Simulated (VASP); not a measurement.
A run of VASP 6.6.1:

File INCAR:

```
SYSTEM = BN
PREC     = Accurate       ! precision mode
ENCUT    = 1330           ! plane-wave cutoff, eV
EDIFF    = 1E-6           ! SCF threshold, eV
ISMEAR   = 0              ! smearing method
SIGMA    = 0.01           ! smearing width, eV
LREAL    = .FALSE.        ! projectors in reciprocal space
LASPH    = .TRUE.         ! aspherical terms in the spheres
NELM     = 120            ! most SCF steps
ALGO     = Normal         ! electronic algorithm
ISIF     = 2              ! what is computed and relaxed
LWAVE    = .FALSE.        ! write WAVECAR
LCHARG   = .FALSE.        ! write CHGCAR
GGA      = CA             ! functional
NBANDS   = 11             ! bands
GGA_COMPAT= .FALSE.
```

File KPOINTS:

```
regular mesh
0
G
  12 12 12
  0 0 0
```

File POSCAR:

```
BN
1.0
    0.0000000000      1.8021308860      1.8021308860
    1.8021308860      0.0000000000      1.8021308860
    1.8021308860      1.8021308860      0.0000000000
B N
1 1
Direct
    0.0000000000      0.0000000000      0.0000000000
    0.7500000000      0.7500000000      0.7500000000
```

Potentials or basis: VASP PAW LDA potentials, release 64 (B_h, N_h).

Run with:

```console
$ cat potpaw_LDA.64/B_h/POTCAR potpaw_LDA.64/N_h/POTCAR > POTCAR
$ mpirun -np 1 vasp_std > vasp.out
```

Hardware: 1 thread of AMD EPYC 7R13 Processor (Zen 3), on a shared host.

Question: Estimate the wall time of this run.

Answer: Wall time 25 s on 1 thread of AMD EPYC 7R13 Processor (Zen 3) (shared host), peak memory 0.13 GiB. Counts: scf iterations 11, k points 72.
